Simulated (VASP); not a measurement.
A run of VASP 6.6.1:

INCAR

```
PREC = Accurate
ENCUT = 520
EDIFF = 1E-6
ISMEAR = 0
SIGMA = 0.02
LREAL = False
LASPH = True
NELM = 100
ALGO = Normal
ISIF = 2
LWAVE = False
LCHARG = True
LDIPOL = True
IDIPOL = 3
DIPOL = 0.5 0.5 0.500
GGA = PE
IVDW = 12
LELF = True
LVHAR = True
LVACPOTAV = True
NBANDS = 28
```

KPOINTS

```
Automatic mesh
0
Gamma
  6 6 1
```

The input POSCAR:

```
PbO
1.0
    3.9050000000      0.0000000000      0.0000000000
    0.0000000000      3.9050000000      0.0000000000
    0.0000000000      0.0000000000     30.7493267952
Pb O
2 2
Direct
    0.5000000000      0.0000000000      0.4621129917
    0.0000000000      0.5000000000      0.5378870083
    0.0000000000      0.0000000000      0.5000000000
    0.5000000000      0.5000000000      0.5000000000
```

Potentials or basis: VASP PAW PBE potentials, release 64 (Pb_d, O).

The run is started by

```bash
$ cat potpaw_PBE.64/Pb_d/POTCAR potpaw_PBE.64/O/POTCAR > POTCAR
$ mpirun -np 1 vasp_std > vasp.out
```

Hardware: 1 thread of Intel Xeon 8259CL, with other jobs on the host.

Estimate the wall time of this run.

It took 8.5 min on 1 thread of Intel Xeon 8259CL (shared host), peak memory 0.56 GiB. Counts: scf iterations 24, k points 10.
